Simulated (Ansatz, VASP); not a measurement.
# Eu in VASP and in Ansatz

POSCAR

```
Eu
1.0
   -2.2274745855      2.2274745855      2.2274745855
    2.2274745855     -2.2274745855      2.2274745855
    2.2274745855      2.2274745855     -2.2274745855
Eu
1
Direct
    0.0000000000      0.0000000000      0.0000000000
```

The input INCAR.step1:

```
ALGO = Normal ; EDIFF = 1E-4
ENCUT = 520 ; GGA = PE
ISMEAR = -1 ; ISPIN = 2
LASPH = T ; LCHARG = F
LMAXMIX = 6 ; LREAL = F
LWAVE = T ; MAGMOM = 7.31
NBANDS = 18 ; NELM = 150
PREC = Accurate ; SIGMA = 0.6
```

The input INCAR.step2:

```
ALGO = Normal ; EDIFF = 1E-6
ENCUT = 520 ; ISIF = 2
ISMEAR = -1 ; ISPIN = 2
ISTART = 1 ; LASPH = T
LCHARG = F ; LMAXMIX = 6
LMIXTAU = T ; LORBIT = 11
LREAL = F ; LWAVE = F
MAGMOM = 7.31 ; METAGGA = R2SCAN
NBANDS = 18 ; NELM = 150
PREC = Accurate ; SIGMA = 0.6
```

KPOINTS

```
k-points
0
Gamma
  10 10 10
```

Input for Ansatz:

```yaml
crystal:
  lattice:
    - [-2.2274745855, 2.2274745855, 2.2274745855]
    - [2.2274745855, -2.2274745855, 2.2274745855]
    - [2.2274745855, 2.2274745855, -2.2274745855]
  atoms:
    - { symbol: Eu, position: [0.0, 0.0, 0.0], spin: 7.31 }
hamiltonian:
  xc: r2scan
  pseudopotentials:
    kind: paw
    azcp:
      Eu: "pseudopotentials/Eu.paw.azcp"
basis:
  ecutwfc: 500
  fft_grid_basis: typed
kpoints:
  mp_grid: { grid: [10, 10, 10], shift: [0, 0, 0] }
magnetization:
  spin_polarized: true
scf:
  occupations: { method: fermi_dirac, width: 0.6 }
  lower_state_search: "off"
output:
  stress: true
  write_density: true
  write_potential: true
  elf: true
  volumetric_format: npy
```

Alike in both runs: task single point; functional r2SCAN; k mesh 10 × 10 × 10; occupations fermi-dirac, width 0.6 eV; collinear spin.

```csv
,VASP,Ansatz
version,VASP 6.6.1,Ansatz 0.2.0
potentials or method,"VASP PAW PBE potentials, release 64 (Eu), cutoff 520 eV","plane waves (500 eV) with PAW, scalar-relativistic"
valence electrons in the cell,17,17
```

|  | VASP | Ansatz | Ansatz less VASP |
| --- | --- | --- | --- |
| pressure (GPa) | -0.4 | -0.2 | +0.19 |
| net moment per atom (μB) | 7.36 | 7.38 | +0.019 |
| size of the moment on the site where the two differ most (μB) | 6.50 | 7.01 | +0.505 |

VASP's potentials were made for PBE, not for r2SCAN. Site moments also hang on the region over which each program counts them. Ansatz's warnings: stability check not made.

Neither program's run includes spin-orbit coupling.
